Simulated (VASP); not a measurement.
The system is GaAg3.

```xyz
4
Lattice="4.0700 0.0000 0.0000 0.0000 4.0700 0.0000 0.0000 0.0000 4.0700" Properties=species:S:1:pos:R:3 pbc="T T T"
Ga    0.0000    0.0000    0.0000
Ag    0.0000    2.0350    2.0350
Ag    2.0350    0.0000    2.0350
Ag    2.0350    2.0350    0.0000
```

- Program: VASP 6.6.1
- Task: relaxation of cell and atoms
- Functional: PBEsol
- Potentials or basis: VASP PAW PBE potentials, release 64 (Ga_d, Ag)
- Cutoff: 600 eV
- k mesh: 4 × 4 × 4
- Occupations: fermi-dirac, width 0.05 eV
- Spin: no spin polarisation

At the start: pressure -2.5 GPa; volume 16.85 Å³/atom.

Problem. How do energy, volume and symmetry change on relaxing?

Solution. Over 3 steps the energy falls by 3.3 meV/atom and the volume is 16.45 Å³/atom (-2.4 %); space group Pm-3m (No. 221, to 0.05 Å).

Step by step:
```csv
step,energy change (eV),largest force (eV/Å),pressure (GPa),volume (Å³)
1,0.0000,0.0000,-2.51,67.42
2,-0.0088,0.0000,1.55,64.88
3,-0.0131,0.0000,-0.03,65.78
```

Final structure:
```yaml
crystal:
  lattice:
    - [4.03683, 0.00000, 0.00000]
    - [0.00000, 4.03683, 0.00000]
    - [0.00000, 0.00000, 4.03683]
  atoms:
    - { symbol: Ga, position: [0.00000, 0.00000, 0.00000] }
    - { symbol: Ag, position: [0.00000, 0.50000, 0.50000] }
    - { symbol: Ag, position: [0.50000, 0.00000, 0.50000] }
    - { symbol: Ag, position: [0.50000, 0.50000, 0.00000] }
```

Caveat: the k points lie up to 0.39 Å⁻¹ apart in the final cell; the PAW data sets were made with another functional, which shifts forces and pressure a little.
